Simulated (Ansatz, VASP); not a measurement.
## W in VASP and in Ansatz

```
W
1.0
    -1.59210    1.59210    1.59210
     1.59210   -1.59210    1.59210
     1.59210    1.59210   -1.59210
W
1
Direct
  0.00000 0.00000 0.00000
```

Alike in both runs: functional PBE; k mesh 17 × 17 × 17; occupations methfessel-paxton of order 1, width 0.1 eV; no spin polarisation.

Ansatz relaxed the structure, and its values are those at the end. VASP's run is a single point on that final structure, the one shown.

|  | VASP | Ansatz |
| --- | --- | --- |
| version | VASP 6.6.1 | Ansatz 0.2.0 |
| potentials or method | VASP PAW PBE potentials, release 64 (W_sv), cutoff 520 eV | plane-wave PAW DFT |
| valence electrons in the cell | 14 | 14 |

```tsv
	VASP	Ansatz	Ansatz less VASP
pressure (GPa)	0.5	0.0	-0.46
```

Spin-orbit coupling is off throughout.
